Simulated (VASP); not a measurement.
# O (I4_1/amd) in VASP: further runs, part 3 of 3

VASP 6.6.1. The steps go on from the part before.

### Step 5. Single point, PBEsol

This run uses another cell than the first one, of the same volume but with other edges.

Contents of INCAR:

```
PREC = Accurate
ENCUT = 600
EDIFF = 1E-6
ISMEAR = -1
SIGMA = 0.05
LREAL = F
LASPH = T
NELM = 120
ALGO = Normal
ISIF = 2
LWAVE = F
LCHARG = F
GGA = PS
NBANDS = 13
GGA_COMPAT = F
```

Contents of KPOINTS:

```
Automatic mesh
0
Gamma
  7 7 7
```

Contents of POSCAR:

```
O
1.0
    0.0000000000      2.0950658429      2.3307607502
    2.0950658429      0.0000000000      2.3307607502
    2.0950658429      2.0950658429      0.0000000000
O
2
Direct
    0.2500000000      0.2500000000      0.2500000000
    0.0000000000      0.0000000000      0.0000000000
```

Started as:

```bash
> cat potpaw_PBE.64/O/POTCAR > POTCAR
> mpirun -np 1 vasp_std > vasp.out
```

It took 4.7 s on 1 thread of Intel Xeon 6975P-C (Granite Rapids), shared host; peak memory 0.14 GiB.

The run converged. Its results:

| Item | Value |
| --- | --- |
| Free energy | -6.7928 eV |
| Pressure | -1.9 GPa |
| Band gap on the k mesh | zero (bands 6 and 7 overlap by 1.15 eV) |

Stress tensor (GPa, compression positive):
```
-3.97  0.00  0.00
 0.00 -3.97  0.00
 0.00  0.00  2.34
```

Levels at points of the mesh, in eV from the Fermi level:
```
           k point  band 2  band 3  band 4  band 5  band 6  band 7  band 8  band 9  band 10  band 11
(0.00, 0.00, 0.00)  -13.37   -4.53   -3.66   -3.66   -0.88   -0.88   -0.26    9.75    21.78    22.17
```

Caveat: the PAW data sets were made with another functional, which shifts forces and pressure a little.

### Step 6. Single point, PBEsol

This run uses another cell than the first one, of the same volume but with other edges.

Contents of INCAR:

```
ALGO = Normal ; EDIFF = 1E-6
ENCUT = 600 ; GGA = PS
GGA_COMPAT = False ; ISIF = 2
ISMEAR = -1 ; LASPH = True
LCHARG = True ; LELF = True
LREAL = False ; LVHAR = True
LWAVE = False ; NBANDS = 13
NELM = 120 ; PREC = Accurate
SIGMA = 0.05
```

Contents of KPOINTS:

```
k-points
0
Gamma
  7 7 7
```

Contents of POSCAR:

```
O
1.0
    0.0000000000      2.0720412773      2.3828474689
    2.0720412773      0.0000000000      2.3828474689
    2.0720412773      2.0720412773      0.0000000000
O
2
Direct
    0.2500000000      0.2500000000      0.2500000000
    0.0000000000      0.0000000000      0.0000000000
```

Potentials or basis: VASP PAW PBE potentials, release 64 (O).

Started as:

```bash
> cat potpaw_PBE.64/O/POTCAR > POTCAR
> mpirun -np 1 vasp_std > vasp.out
```

OUTCAR:

```text
EDIFF = 1E-6
   ENCUT = 600
   GGA = PS
   ISIF = 2
   ISMEAR = -1
   LASPH = True
   LREAL = False
   NELM = 120
   PREC = Accurate

 ion  position               nearest neighbor table
   1  0.250  0.250  0.250-   2 1.89   2 1.89   2 1.89   2 1.89
   2  0.000  0.000  0.000-   1 1.89   1 1.89   1 1.89   1 1.89

  LATTYP: Found a body centered tetragonal cell.
 ALAT       =     2.9303088762
 C/A-ratio  =     1.6263455967

  Lattice vectors:

 A1 = (  -2.0720412773,   0.0000000000,   2.3828474689)
 A2 = (   2.0720412773,   0.0000000000,   2.3828474689)
 A3 = (   0.0000000000,   2.0720412773,  -2.3828474689)

Analysis of symmetry for initial positions (statically):
=====================================================================
 Subroutine PRICEL returns:
 Original cell was already a primitive cell.

 Routine SETGRP: Setting up the symmetry group for a
 body centered tetragonal supercell.

 Subroutine GETGRP returns: Found 16 space group operations
 (whereof  8 operations were pure point group operations)
 out of a pool of 16 trial point group operations.

The static configuration has the point symmetry D_2d.
 The point group associated with its full space group is D_4h.

[... 167 lines left out ...]

 k-point     1 :       0.0000    0.0000    0.0000
  band No.  band energies     occupation
      1     -20.9264      2.00000
      2     -12.6247      2.00000
      3      -3.9133      2.00000
      4      -2.7515      2.00000
      5      -2.7515      2.00000
      6      -0.1283      2.00000
      7      -0.1283      2.00000
      8       0.6767      1.71661
      9      10.5833      0.00000
     10      21.8480      0.00000
     11      22.5968      0.00000
     12      25.7152      0.00000
     13      25.7152      0.00000
[... 354 lines left out ...]
  band No.  band energies     occupation
      1     -18.6829      2.00000
      2     -16.0282      2.00000
      3      -5.6613      2.00000
      4      -4.5755      2.00000
      5      -2.0640      2.00000
      6       0.5714      1.96056
      7       1.6801      0.00000
      8       2.0997      0.00000
      9      13.6015      0.00000
     10      15.4539      0.00000
     11      21.9656      0.00000
     12      23.1867      0.00000
     13      28.7191      0.00000

 [... further k-points ...]
[... 5 lines left out ...]
  --------------------------------------------------------------------------------------
  -------------------------------------------------------------------------------------
  Total       -0.6392701     -0.6392701      0.1782301      0.0000000     -0.0000000      0.0000000
  in kB      -50.0578184    -50.0578184     13.9562458      0.0000000     -0.0000000      0.0000000
  external PRESSURE =     -28.7197970 kB  Pullay stress =       0.0000000 kB

 VOLUME and BASIS-vectors are now :
 -----------------------------------------------------------------------------
  energy-cutoff  :      600.00
  volume of cell :       20.46
      direct lattice vectors                 reciprocal lattice vectors
     0.000000000  2.072041277  2.382847469    -0.241307934  0.241307934  0.209832986
     2.072041277  0.000000000  2.382847469     0.241307934 -0.241307934  0.209832986
     2.072041277  2.072041277  0.000000000     0.241307934  0.241307934 -0.209832986

 POSITION                                       TOTAL-FORCE (eV/Angst)
 -----------------------------------------------------------------------------------
      1.03602      1.03602      1.19142        -0.000000      0.000000     -0.000000
      0.00000      0.00000      0.00000         0.000000     -0.000000      0.000000
 -----------------------------------------------------------------------------------
    total drift:                                0.000000      0.000000      0.000000

  FREE ENERGIE OF THE ION-ELECTRON SYSTEM (eV)
  ---------------------------------------------------
  free  energy   TOTEN  =        -6.8115470141 eV

  energy  without entropy=       -6.8017314337  energy(sigma->0) =       -6.80663922
```

stdout:

```text
POSCAR found type information on POSCAR O
 POSCAR found :  1 types and       2 ions
 scaLAPACK will be used
 -----------------------------------------------------------------------------
|                                                                             |
|                                                                             |
|     You enforced a specific xc type in the INCAR file but a different       |
|     I HOPE YOU KNOW WHAT YOU ARE DOING!                                     |
|                                                                             |
 -----------------------------------------------------------------------------

 LDA part: xc-table for (Slater+PW92), standard interpolation
 POSCAR, INCAR and KPOINTS ok, starting setup
 FFT: planning ... GRIDC
 FFT: planning ... GRID_SOFT
 FFT: planning ... GRID
 WAVECAR not read
 entering main loop
```

Run time: 5.5 s. Hardware: 1 thread of Intel Xeon 6975P-C (Granite Rapids), shared host; peak memory 0.14 GiB.

What came out:

```yaml
Free_energy: -6.8115 eV
Pressure: -2.9 GPa
Band_gap_on_the_k_mesh: zero (bands 6 and 7 overlap by 1.16 eV)
```

Levels at points of the mesh, in eV from the Fermi level:
```csv
k point,band 3,band 4,band 5,band 6,band 7,band 8,band 9,band 10
"(0.00, 0.00, 0.00)",-4.68,-3.52,-3.52,-0.90,-0.90,-0.09,9.82,21.08
```

Caveat: the PAW data sets were made with another functional, which shifts forces and pressure a little.

### Step 7. Overview

```tsv
cell	gap on the mesh (eV)	pressure (GPa)
a = 3.008, b = 3.008, c = 3.241 Å, angles 57.4, 57.4, 65.2°, 2 atoms	none	-3.5
a = 3.020, b = 3.020, c = 3.195 Å, angles 58.1, 58.1, 63.9°, 2 atoms	none	-2.2
a = 3.035, b = 3.035, c = 3.151 Å, angles 58.7, 58.7, 62.5°, 2 atoms	none	-1.4
a = 3.134, b = 3.134, c = 2.963 Å, angles 61.8, 61.8, 56.4°, 2 atoms	none	-1.9
a = 3.158, b = 3.158, c = 2.930 Å, angles 62.4, 62.4, 55.3°, 2 atoms	none	-2.9
```

Alike in all rows: task single point; level PBEsol; potentials or basis VASP PAW PBE potentials, release 64 (O); no spin polarisation; k mesh 7 × 7 × 7; cutoff (eV) 600; smearing fermi-dirac 0.05 eV.

Caveats: some runs use coarse meshes; the PAW data sets were made with another functional, which shifts forces and pressure a little.

Total energies depend on the potentials used, so only differences within one code and one set of settings carry meaning.
